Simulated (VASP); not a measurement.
# Ge3N (Fm-3m) in VASP: a series of runs

The runs below take Ge3N through single point, relaxation of cell and atoms, with PBE.

All numbers are computed with VASP 6.6.1; they aren't measurements. Logs are shortened: lines on timing, memory, paths and dates and some standing lists are left out, and cuts for length are marked.

## 1. The cell of the first run

The structure is cubic, space group Fm-3m (No. 225). Conventional cell: a = 6.281 Å, b = 6.281 Å, c = 6.281 Å, α = 90.00°, β = 90.00°, γ = 90.00°. Within 3.6 Å of Ge (site symmetry m-3m) lie 8 Ge at 2.72 Å and 6 N at 3.14 Å. Ge (site symmetry -43m) has 10 Ge at 2.72 to 3.14 Å and 4 N at 2.72 Å within 3.6 Å. N (site symmetry m-3m) has 14 Ge at 2.72 to 3.14 Å within 3.6 Å.

The cell was built from a structure type or drawn by symmetry, and may not be a known phase.

## 2. Single point, PBE

INCAR

```
ALGO = Normal ; EDIFF = 1E-6
ENCUT = 520 ; GGA = PE
ISIF = 2 ; ISMEAR = 0
LASPH = T ; LCHARG = F
LREAL = F ; LWAVE = F
NBANDS = 32 ; NELM = 80
PREC = Accurate ; SIGMA = 0.1
```

KPOINTS

```
k-points
0
Gamma
  6 6 6
```

POSCAR

```
Ge3N
1.0
    0.0000000000      3.1404661760      3.1404661760
    3.1404661760      0.0000000000      3.1404661760
    3.1404661760      3.1404661760      0.0000000000
Ge N
3 1
Direct
    0.0000000000      0.0000000000      0.0000000000
    0.2500000000      0.2500000000      0.2500000000
    0.7500000000      0.7500000000      0.7500000000
    0.5000000000      0.5000000000      0.5000000000
```

Potentials or basis: VASP PAW PBE potentials, release 64 (Ge_d, N).

Started as:

```console
$ cat potpaw_PBE.64/Ge_d/POTCAR potpaw_PBE.64/N/POTCAR > POTCAR
$ mpirun -np 1 vasp_std > vasp.out
```

OUTCAR:

```text
EDIFF = 1E-6
   ENCUT = 520
   GGA = PE
   ISIF = 2
   ISMEAR = 0
   LASPH = T
   LREAL = F
   NELM = 80
   PREC = Accurate

 ion  position               nearest neighbor table
   1  0.000  0.000  0.000-   3 2.72   3 2.72   3 2.72   2 2.72   2 2.72   2 2.72   3 2.72   2 2.72

   2  0.250  0.250  0.250-   1 2.72   1 2.72   1 2.72   1 2.72
   3  0.750  0.750  0.750-   1 2.72   1 2.72   1 2.72   1 2.72
   4  0.500  0.500  0.500-

  LATTYP: Found a face centered cubic cell.
 ALAT       =     6.2809323520

  Lattice vectors:

 A1 = (   0.0000000000,   3.1404661760,   3.1404661760)
 A2 = (   3.1404661760,   0.0000000000,   3.1404661760)
 A3 = (   3.1404661760,   3.1404661760,   0.0000000000)

Analysis of symmetry for initial positions (statically):
=====================================================================
 Subroutine PRICEL returns:
 Original cell was already a primitive cell.

 Routine SETGRP: Setting up the symmetry group for a
 face centered cubic supercell.

 Subroutine GETGRP returns: Found 48 space group operations
 (whereof 48 operations were pure point group operations)
 out of a pool of 48 trial point group operations.

The static configuration has the point symmetry O_h .

Analysis of symmetry for dynamics (positions and initial velocities):
=====================================================================
 Subroutine PRICEL returns:
 Original cell was already a primitive cell.

 Routine SETGRP: Setting up the symmetry group for a
 face centered cubic supercell.

 Subroutine GETGRP returns: Found 48 space group operations
 (whereof 48 operations were pure point group operations)
 out of a pool of 48 trial point group operations.

The dynamic configuration has the point symmetry O_h .

 Subroutine INISYM returns: Found 48 space group operations
 (whereof 48 operations are pure point group operations),
 and found     1 'primitive' translations

----------------------------------------------------------------------------------------

                                     Primitive cell

  volume of cell :      61.9459

  direct lattice vectors                    reciprocal lattice vectors
[... 77 lines left out ...]
   LNONCOLLINEAR =      F non collinear calculations
   LSORBIT =      F    spin-orbit coupling
   LASPH  =      T    aspherical Exc in radial PAW
   ENCUT  =  520.0 eV  38.22 Ry    6.18 a.u.   8.26  8.26  8.26*2*pi/ulx,y,z
   NELM   =     80;   NELMIN=  2; NELMDL= -5     # of ELM steps
   EDIFF  = 0.1E-05   stopping-criterion for ELM
   LREAL  =      F    real-space projection
   EDIFFG = 0.1E-04   stopping-criterion for IOM
   NSW    =      0    number of steps for IOM
   IBRION =     -1    ionic relax: 0-MD 1-quasi-New 2-CG
   NFREE  =      0    steps in history (QN), initial steepest desc. (CG)
   ISIF   =      2    stress and relaxation
   ISYM   =      2    0-nonsym 1-usesym 2-fastsym
   POTIM  = 0.5000    time-step for ionic-motion
   TEBEG  =    0.0;   TEEND  =   0.0 temperature during run
   PSTRESS=    0.0 pullay stress
   NELECT =      47.0000    total number of electrons
   NUPDOWN=      -1.0000    fix difference up-down
   EMIN   =  10.00;   EMAX   =-10.00  energy-range for DOS
   EFERMI =   0.00;   METHOD = LEGACY
   ISMEAR =     0;   SIGMA  =   0.10  broadening in eV -4-tet -1-fermi 0-gaus
   EFERMI_NEDOS =   21; number of points for ismear=-14 and -15
   IALGO  =     38    algorithm
   IMIX   =      4    mixing-type and parameters
     AMIX     =   0.40;   BMIX     =  1.00
     AMIX_MAG =   1.60;   BMIX_MAG =  1.00
  volume/ion in A,a.u.               =      15.49       104.51
  Fermi-wavevector in a.u.,A,eV,Ry     =   1.493150  2.821644 30.334132  2.229496
  Thomas-Fermi vector in A             =   2.605587
   LORBIT       =      0    0 simple, 1 ext, 2 COOP (PROOUT), +10 PAW based schemes
   GGA     = PE    functional components
   LHFCALC =     F    Hartree Fock is set to
   AEXX    =    0.0000 exact exchange contribution
   IVDW    =     0    specifies the selected vdW correction
   LEPSILON=     F    determine dielectric tensor
   LRPA    =     F    only Hartree local field effects (RPA)
 non-spin polarized calculation
 Gauss-broadening in eV      SIGMA  =   0.10
  energy-cutoff  :      520.00
  volume of cell :       61.95
 maximum number of plane-waves:      1687
 NGX is ok and might be reduce to    36
   NGX = 17   NGY = 17   NGZ = 17

 number of electron      46.9999968 magnetization

 Free energy of the ion-electron system (eV)
  ---------------------------------------------------
  ext. energy  EPLUGINS =         0.00000000
  ---------------------------------------------------
  free energy    TOTEN  =       -17.45771849 eV

  energy without entropy =      -17.44807092  energy(sigma->0) =      -17.45289470

 E-fermi :   6.5802     XC(G=0): -11.5976

 val. band max:        6.5716404657   @ k =   0.1667   0.0000   0.0000
 cond. band min:       6.7200236435   @ k =   0.3333   0.3333   0.0000
 fundamental gap:      0.1483831778
 Fermi energy:         6.5801934283

 k-point     1 :       0.0000    0.0000    0.0000
  band No.  band energies     occupation
      1     -18.1934      2.00000
      2     -18.1934      2.00000
      3     -18.1574      2.00000
      4     -18.1574      2.00000
      5     -18.1574      2.00000
      6     -18.1412      2.00000
[... 549 lines left out ...]
     31      13.6963      0.00000
     32      17.4147      0.00000

------------------------ aborting loop because EDIFF is reached ----------------------------------------

  FORCE on cell =-STRESS in cart. coord.  units (eV):
  Direction    XX          YY          ZZ          XY          YZ          ZX
  --------------------------------------------------------------------------------------
  -------------------------------------------------------------------------------------
  Total       -0.0764890     -0.0764890     -0.0764890     -0.0000000      0.0000000      0.0000000
  in kB       -1.9783220     -1.9783220     -1.9783220     -0.0000000      0.0000000      0.0000000
  external PRESSURE =      -1.9783220 kB  Pullay stress =       0.0000000 kB

 VOLUME and BASIS-vectors are now :
 -----------------------------------------------------------------------------
  energy-cutoff  :      520.00
  volume of cell :       61.95
      direct lattice vectors                 reciprocal lattice vectors
     0.000000000  3.140466176  3.140466176    -0.159212032  0.159212032  0.159212032
     3.140466176  0.000000000  3.140466176     0.159212032 -0.159212032  0.159212032
     3.140466176  3.140466176  0.000000000     0.159212032  0.159212032 -0.159212032

 POSITION                                       TOTAL-FORCE (eV/Angst)
 -----------------------------------------------------------------------------------
      0.00000      0.00000      0.00000         0.000000     -0.000000     -0.000000
      1.57023      1.57023      1.57023         0.000000      0.000000      0.000000
      4.71070      4.71070      4.71070        -0.000000     -0.000000     -0.000000
      3.14047      3.14047      3.14047         0.000000     -0.000000     -0.000000
 -----------------------------------------------------------------------------------
    total drift:                                0.000000      0.000000      0.000000

  FREE ENERGIE OF THE ION-ELECTRON SYSTEM (eV)
  ---------------------------------------------------
  free  energy   TOTEN  =       -17.4577184923 eV

  energy  without entropy=      -17.4480709156  energy(sigma->0) =      -17.45289470
```

stdout:

```text
POSCAR found type information on POSCAR GeN
 POSCAR found :  2 types and       4 ions
 scaLAPACK will be used
 LDA part: xc-table for (Slater+PW92), standard interpolation
 POSCAR, INCAR and KPOINTS ok, starting setup
 FFT: planning ... GRIDC
 FFT: planning ... GRID_SOFT
 FFT: planning ... GRID
 WAVECAR not read
 entering main loop
```

Wall time 64 s (1 thread of Intel Xeon 8259CL, shared host); peak memory 0.21 GiB.

Results:

```
Free energy            : -17.4577 eV
Pressure               : -0.2 GPa
Band gap on the k mesh : zero (an odd number of electrons rules out a gap without spin polarisation)
```

Levels at points of the mesh, in eV from the Fermi level:
| k point | band 22 | band 23 | band 24 | band 25 | band 26 | band 27 |
| --- | --- | --- | --- | --- | --- | --- |
| (0.00, 0.00, 0.00) | -1.88 | -1.24 | -1.24 | -1.24 | -0.42 | -0.42 |
| (0.50, 0.00, 0.00) | -2.57 | -2.57 | -0.15 | 1.27 | 2.53 | 2.53 |
| (0.50, 0.50, 0.00) | 0.24 | 0.66 | 0.66 | 1.73 | 4.43 | 4.43 |

## 3. Relaxation of cell and atoms, PBE

This run uses another cell than the first one, of 19.90 Å³/atom.

INCAR

```
SYSTEM = Ge3N
PREC = Accurate
ENCUT = 600
EDIFF = 1E-7
ISMEAR = 0
SIGMA = 0.1
LREAL = .False.
LASPH = .True.
NELM = 80
ALGO = Normal
ISIF = 3
LWAVE = .False.
LCHARG = .False.
GGA = PE
IBRION = 2
NSW = 90
EDIFFG = -0.04
```

KPOINTS

```
Automatic mesh
0
Gamma
  4 4 4
  0 0 0
```

POSCAR

```
Ge3N
1.0
    0.0000000000      3.4143587100      3.4143587100
    3.4143587100      0.0000000000      3.4143587100
    3.4143587100      3.4143587100      0.0000000000
Ge N
3 1
Direct
    0.0000000000      0.0000000000      0.0000000000
    0.2500000000      0.2500000000      0.2500000000
    0.7500000000      0.7500000000      0.7500000000
    0.5000000000      0.5000000000      0.5000000000
```

Potentials or basis: VASP PAW PBE potentials, release 64 (Ge_d, N).

Started as:

```console
$ cat potpaw_PBE.64/Ge_d/POTCAR potpaw_PBE.64/N/POTCAR > POTCAR
$ mpirun -np 1 vasp_std > vasp.out
```

Run time: 2.3 min. Hardware: 1 thread of Intel Xeon 8259CL, shared host; peak memory 0.26 GiB.

It converged, with:

| Item | Value |
| --- | --- |
| Free energy | -17.5335 eV |
| Relaxed volume | 15.35 Å³/atom |
| Relaxed cell | a = 4.428 Å, b = 4.428 Å, c = 4.428 Å, α = 60.00°, β = 60.00°, γ = 60.00° |
| Space group after relaxing (to 0.1 Å) | Fm-3m (No. 225) |
| Energy gained by relaxing | 234.2 meV/atom |
| Ionic steps | 3 |
| Pressure after relaxing | -0.2 GPa |

The path:
| step | energy change (eV) | largest force (eV/Å) | pressure (GPa) | volume (Å³) |
| --- | --- | --- | --- | --- |
| 1 | 0.0000 | 0.0000 | -12.81 | 79.61 |
| 2 | -0.9287 | 0.0000 | -1.84 | 62.65 |
| 3 | -0.9368 | 0.0000 | -0.16 | 61.39 |

Final structure:
```yaml
crystal:
  lattice:
    - [0.00000, 3.13097, 3.13097]
    - [3.13097, 0.00000, 3.13097]
    - [3.13097, 3.13097, 0.00000]
  atoms:
    - { symbol: Ge, position: [0.00000, 0.00000, 0.00000] }
    - { symbol: Ge, position: [0.25000, 0.25000, 0.25000] }
    - { symbol: Ge, position: [0.75000, 0.75000, 0.75000] }
    - { symbol: N, position: [0.50000, 0.50000, 0.50000] }
```

Levels at points of the mesh, in eV from the Fermi level:
```
           k point  band 20  band 21  band 22  band 23  band 24  band 25  band 26  band 27  band 28
(0.00, 0.00, 0.00)    -2.60    -2.60    -2.22    -1.67    -1.67    -1.67    -0.81    -0.81    -0.81
(0.50, 0.00, 0.00)    -3.30    -3.30    -3.01    -3.01    -0.29     0.90     2.25     2.25     5.41
(0.50, 0.50, 0.00)    -5.79    -5.79     0.14     0.48     0.48     1.40     4.05     4.05     4.84
```

Caveat: the k points lie up to 0.43 Å⁻¹ apart in the final cell; the volume moved by over 15 % at a fixed basis, so the end points are rough; the highest band is partly filled, so the run has too few bands.

## 4. Relaxation of cell and atoms, PBE

This run uses another cell than the first one, of 15.35 Å³/atom.

INCAR

```
ALGO = Normal
EDIFF = 1E-7
EDIFFG = -0.04
ENCUT = 600
GGA = PE
IBRION = 2
ISIF = 3
ISMEAR = 0
LASPH = T
LCHARG = F
LREAL = F
LWAVE = F
NELM = 80
NSW = 90
PREC = Accurate
SIGMA = 0.1
```

KPOINTS

```
k-points
0
Gamma
  6 6 6
```

POSCAR

```
Ge3N
1.0
    0.0000000000      3.1312451029      3.1312451029
    3.1312451029      0.0000000000      3.1312451029
    3.1312451029      3.1312451029      0.0000000000
Ge N
3 1
Direct
    0.0000000000      0.0000000000      0.0000000000
    0.2500000000      0.2500000000      0.2500000000
    0.7500000000      0.7500000000      0.7500000000
    0.5000000000      0.5000000000      0.5000000000
```

Started as:

```console
$ cat potpaw_PBE.64/Ge_d/POTCAR potpaw_PBE.64/N/POTCAR > POTCAR
$ mpirun -np 1 vasp_std > vasp.out
```

It took 2.1 min on 1 thread of Intel Xeon 8259CL, shared host; peak memory 0.22 GiB.

The run converged. Its results:

* Free energy: -17.4590 eV
* Relaxed volume: 15.48 Å³/atom
* Relaxed cell: a = 4.440 Å, b = 4.440 Å, c = 4.440 Å, α = 60.00°, β = 60.00°, γ = 60.00°
* Space group after relaxing (to 0.1 Å): Fm-3m (No. 225)
* Energy gained by relaxing: 0.2 meV/atom
* Ionic steps: 2
* Pressure after relaxing: -0.1 GPa

Step by step:
```csv
step,energy change (eV),largest force (eV/Å),pressure (GPa),volume (Å³)
1,0.0000,0.0000,0.58,61.40
2,-0.0007,0.0000,-0.08,61.90
```

Final structure:
```cif
data_structure
_symmetry_space_group_name_H-M 'P 1'
_symmetry_Int_Tables_number 1
_cell_length_a 4.4402
_cell_length_b 4.4402
_cell_length_c 4.4402
_cell_angle_alpha 60.000
_cell_angle_beta 60.000
_cell_angle_gamma 60.000
_cell_volume 61.90
loop_
_atom_site_label
_atom_site_type_symbol
_atom_site_fract_x
_atom_site_fract_y
_atom_site_fract_z
_atom_site_occupancy
Ge1 Ge 0.00000 0.00000 0.00000 1
Ge2 Ge 0.25000 0.25000 0.25000 1
Ge3 Ge 0.75000 0.75000 0.75000 1
N1 N 0.50000 0.50000 0.50000 1
```

Levels at points of the mesh, in eV from the Fermi level:
| k point | band 20 | band 21 | band 22 | band 23 | band 24 | band 25 | band 26 | band 27 | band 28 |
| --- | --- | --- | --- | --- | --- | --- | --- | --- | --- |
| (0.00, 0.00, 0.00) | -2.37 | -2.37 | -1.87 | -1.24 | -1.24 | -1.24 | -0.42 | -0.42 | -0.42 |
| (0.50, 0.00, 0.00) | -3.03 | -3.03 | -2.57 | -2.57 | -0.15 | 1.27 | 2.53 | 2.53 | 5.67 |
| (0.50, 0.50, 0.00) | -5.39 | -5.39 | 0.24 | 0.66 | 0.66 | 1.74 | 4.44 | 4.44 | 5.19 |

Caveat: the highest band is partly filled, so the run has too few bands.

## 5. Single point, PBE

This run uses another cell than the first one, of 15.53 Å³/atom.

INCAR

```
PREC = Accurate
ENCUT = 520
EDIFF = 1E-6
ISMEAR = 0
SIGMA = 0.1
LREAL = F
LASPH = T
NELM = 60
ALGO = Normal
ISIF = 2
LWAVE = F
LCHARG = T
GGA = PE
LELF = T
LVHAR = T
NBANDS = 32
```

KPOINTS

```
Automatic mesh
0
Gamma
  12 12 12
```

POSCAR

```
Ge3N
1.0
    0.0000000000      3.1433357476      3.1433357476
    3.1433357476      0.0000000000      3.1433357476
    3.1433357476      3.1433357476      0.0000000000
Ge N
3 1
Direct
    0.0000000000      0.0000000000      0.0000000000
    0.2500000000      0.2500000000      0.2500000000
    0.7500000000      0.7500000000      0.7500000000
    0.5000000000      0.5000000000      0.5000000000
```

Potentials or basis: VASP PAW PBE potentials, release 64 (Ge_d, N).

Started as:

```console
$ cat potpaw_PBE.64/Ge_d/POTCAR potpaw_PBE.64/N/POTCAR > POTCAR
$ mpirun -np 1 vasp_std > vasp.out
```

OUTCAR:

```text
PREC = Accurate
   ENCUT = 520
   EDIFF = 1E-6
   ISMEAR = 0
   LREAL = F
   LASPH = T
   NELM = 60
   ISIF = 2
   GGA = PE

 ion  position               nearest neighbor table
   1  0.000  0.000  0.000-   3 2.72   3 2.72   3 2.72   2 2.72   3 2.72   2 2.72   2 2.72   2 2.72

   2  0.250  0.250  0.250-   1 2.72   1 2.72   1 2.72   1 2.72
   3  0.750  0.750  0.750-   1 2.72   1 2.72   1 2.72   1 2.72
   4  0.500  0.500  0.500-
[... 1039 lines left out ...]

  FORCE on cell =-STRESS in cart. coord.  units (eV):
  Direction    XX          YY          ZZ          XY          YZ          ZX
  --------------------------------------------------------------------------------------
  -------------------------------------------------------------------------------------
  Total        0.0459359      0.0459359      0.0459359      0.0000000     -0.0000000      0.0000000
  in kB        1.1848414      1.1848414      1.1848414      0.0000000     -0.0000000      0.0000000
  external PRESSURE =       1.1848414 kB  Pullay stress =       0.0000000 kB

 VOLUME and BASIS-vectors are now :
 -----------------------------------------------------------------------------
  energy-cutoff  :      520.00
  volume of cell :       62.12
      direct lattice vectors                 reciprocal lattice vectors
     0.000000000  3.143335748  3.143335748    -0.159066686  0.159066686  0.159066686
     3.143335748  0.000000000  3.143335748     0.159066686 -0.159066686  0.159066686
     3.143335748  3.143335748  0.000000000     0.159066686  0.159066686 -0.159066686

 POSITION                                       TOTAL-FORCE (eV/Angst)
 -----------------------------------------------------------------------------------
      0.00000      0.00000      0.00000         0.000000      0.000000      0.000000
      1.57167      1.57167      1.57167        -0.000000      0.000000     -0.000000
      4.71500      4.71500      4.71500        -0.000000     -0.000000      0.000000
      3.14334      3.14334      3.14334         0.000000      0.000000      0.000000
 -----------------------------------------------------------------------------------
    total drift:                                0.000000      0.000000      0.000000

  FREE ENERGIE OF THE ION-ELECTRON SYSTEM (eV)
  ---------------------------------------------------
  free  energy   TOTEN  =       -17.4192529481 eV

  energy  without entropy=      -17.4039674333  energy(sigma->0) =      -17.41161019
```

OSZICAR:

```text
N       E                     dE             d eps       ncg     rms          rms(c)
DAV:   1     0.397057457362E+03    0.39706E+03   -0.22213E+04  5864   0.410E+03
DAV:   2     0.514935153648E+02   -0.34556E+03   -0.32862E+03  4616   0.797E+02
DAV:   3    -0.153417770195E+02   -0.66835E+02   -0.64738E+02  5512   0.192E+02
DAV:   4    -0.187681242659E+02   -0.34263E+01   -0.34129E+01  4960   0.499E+01
DAV:   5    -0.188362200016E+02   -0.68096E-01   -0.68082E-01  5360   0.798E+00    0.795E+00
DAV:   6    -0.195909806526E+02   -0.75476E+00   -0.16170E+01  6608   0.196E+01    0.103E+01
DAV:   7    -0.173991524871E+02    0.21918E+01   -0.33350E+00  7240   0.105E+01    0.198E+00
DAV:   8    -0.174275456245E+02   -0.28393E-01   -0.62026E-01  4936   0.347E+00    0.745E-01
DAV:   9    -0.174196090299E+02    0.79366E-02   -0.24597E-02  5536   0.105E+00    0.262E-01
DAV:  10    -0.174203593681E+02   -0.75034E-03   -0.81698E-03  5808   0.665E-01    0.294E-01
DAV:  11    -0.174192497928E+02    0.11096E-02   -0.19742E-03  5584   0.384E-01    0.750E-02
DAV:  12    -0.174192550253E+02   -0.52326E-05   -0.35941E-04  4816   0.110E-01    0.944E-03
DAV:  13    -0.174192529321E+02    0.20932E-05   -0.12672E-05  5976   0.428E-02    0.527E-03
DAV:  14    -0.174192529481E+02   -0.15957E-07   -0.76942E-07  2984   0.118E-02
   1 F= -.17419253E+02 E0= -.17411610E+02  d E =-.152855E-01
```

stdout:

```text
POSCAR found type information on POSCAR GeN
 POSCAR found :  2 types and       4 ions
 scaLAPACK will be used
 LDA part: xc-table for (Slater+PW92), standard interpolation
 POSCAR, INCAR and KPOINTS ok, starting setup
 FFT: planning ... GRIDC
 FFT: planning ... GRID_SOFT
 FFT: planning ... GRID
 WAVECAR not read
 entering main loop
```

It took 4.6 min on 1 thread of Intel Xeon 8259CL, shared host; peak memory 0.27 GiB.

What came out:

```
Free energy            : -17.4193 eV
Pressure               : 0.1 GPa
Band gap on the k mesh : zero (an odd number of electrons rules out a gap without spin polarisation)
```

Levels at points of the mesh, in eV from the Fermi level:
```csv
k point,band 20,band 21,band 22,band 23,band 24,band 25,band 26,band 27,band 28,band 29
"(0.00, 0.00, 0.00)",-2.36,-2.36,-1.98,-1.29,-1.29,-1.29,-0.49,-0.49,-0.49,5.98
"(0.50, 0.00, 0.00)",-3.02,-3.02,-2.63,-2.63,-0.13,1.20,2.50,2.50,5.59,5.59
"(0.50, 0.50, 0.00)",-5.42,-5.42,0.27,0.66,0.66,1.67,4.37,4.37,5.07,6.17
```

[end of part 1 of 2]
